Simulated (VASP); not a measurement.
Set up this calculation in VASP 6.6.1, as the native input.

```yaml
Task: electric field gradients
Functional: PBEsol
Potentials_or_basis: VASP PAW PBE potentials, release 64 (Ir_sv_GW)
Cutoff: 420 eV
k_mesh: 18 × 18 × 10
Occupations: fermi-dirac, width 0.15 eV
Spin: no spin polarisation
Dipole_correction: no
Further_INCAR_settings: ALGO = Normal; EDIFF = 1e-08; NBANDS = 24
```

The structure of Ir lies in POSCAR:

```
Ir
1.0
    2.7213187380      0.0000000000      0.0000000000
   -1.3606593690      2.3567311589      0.0000000000
    0.0000000000      0.0000000000      4.4100191876
Ir
2
Direct
    0.6666666667      0.3333333333      0.7500000000
    0.3333333333      0.6666666667      0.2500000000
```

This isn't the form of Ir at room conditions, which is fcc.

These files were run (other wordings do the same):

INCAR

```
PREC     = Accurate       # precision mode
ENCUT    = 420            # plane-wave cutoff, eV
EDIFF    = 1E-8           # SCF threshold, eV
ISMEAR   = -1             # smearing method
SIGMA    = 0.15           # smearing width, eV
LREAL    = F              # projectors in reciprocal space
LASPH    = T              # aspherical terms in the spheres
NELM     = 120            # most SCF steps
ALGO     = Normal         # electronic algorithm
ISIF     = 2              # what is computed and relaxed
LWAVE    = F              # write WAVECAR
LCHARG   = F              # write CHGCAR
GGA      = PS             # functional
LEFG     = T            
NBANDS   = 24             # bands
GGA_COMPAT= F
```

KPOINTS

```
Automatic mesh
0
Gamma
  18 18 10
```

Potentials or basis: VASP PAW PBE potentials, release 64 (Ir_sv_GW).

The run is started by

```console
$ cat potpaw_PBE.64/Ir_sv_GW/POTCAR > POTCAR
$ mpirun -np 1 vasp_std > vasp.out
```

Results of the run:

```json
{
  "Pressure": "-2.3 GPa",
  "Band gap on the k mesh": "zero (bands 17 and 18 overlap by 3.38 eV)",
  "Largest electric field gradient by atom": "Ir +4.8 V/Å²"
}
```

Caveat: without QUAD_EFG the Cq values of the log hold for a quadrupole moment of 1 mb, not for the nuclei; the PAW data sets were made with another functional, which shifts forces and pressure a little; spin-orbit coupling is left out, which moves the levels of the heavy elements.

It took 84 s on 1 thread of Intel(R) Xeon(R) Platinum 8488C (Sapphire Rapids), with other jobs on the host, peak memory 0.2 GiB.
